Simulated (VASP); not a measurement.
Set up this calculation in VASP 6.6.1, as the native input.

| Property | Result |
| --- | --- |
| Task | single point |
| Functional | PBE |
| Potentials or basis | VASP PAW PBE potentials, release 64 (Mg, O) |
| Cutoff | 600 eV |
| k mesh | 4 × 4 × 4 |
| Occupations | gaussian, width 0.2 eV |
| Spin | no spin polarisation |
| Dipole correction | no |
| Further INCAR settings | ALGO = Normal; EDIFF = 1e-06; NBANDS = 17 |

The structure of Mg5O lies in POSCAR:

```
Mg5O
1.0
    0.0000000000      4.3133904598      4.3133904598
    4.3133904598      0.0000000000      4.3133904598
    4.3133904598      4.3133904598      0.0000000000
Mg O
5 1
Direct
    0.1194572668      0.1194572668      0.1194572668
    0.1194572668      0.1194572668      0.6416281997
    0.1194572668      0.6416281997      0.1194572668
    0.6416281997      0.1194572668      0.1194572668
    0.7500000000      0.7500000000      0.7500000000
    0.2500000000      0.2500000000      0.2500000000
```

The input as run:

INCAR

```
PREC = Accurate ; ENCUT = 600
EDIFF = 1E-6 ; ISMEAR = 0
SIGMA = 0.2 ; LREAL = F
LASPH = T ; NELM = 120
ALGO = Normal ; ISIF = 2
LWAVE = F ; LCHARG = F
GGA = PE ; NBANDS = 17
GGA_COMPAT = F
```

KPOINTS

```
regular mesh
0
Gamma
  4 4 4
```

Potentials or basis: VASP PAW PBE potentials, release 64 (Mg, O).

The run is started by

```sh
$ cat potpaw_PBE.64/Mg/POTCAR potpaw_PBE.64/O/POTCAR > POTCAR
$ mpirun -np 1 vasp_std > vasp.out
```

It gave:

```json
{
 "Pressure": "-0.3 GPa",
 "Largest force": "0.006 eV/Å",
 "Band gap on the k mesh": "zero (band 8 reaches 1.42 eV, above the bottom of band 9 at 1.28 eV)"
}
```

Wall time 47 s on 1 thread of Intel(R) Xeon(R) Platinum 8259CL CPU @ 2.50GHz (Skylake/Cascade Lake) (shared host), peak memory 0.33 GiB.
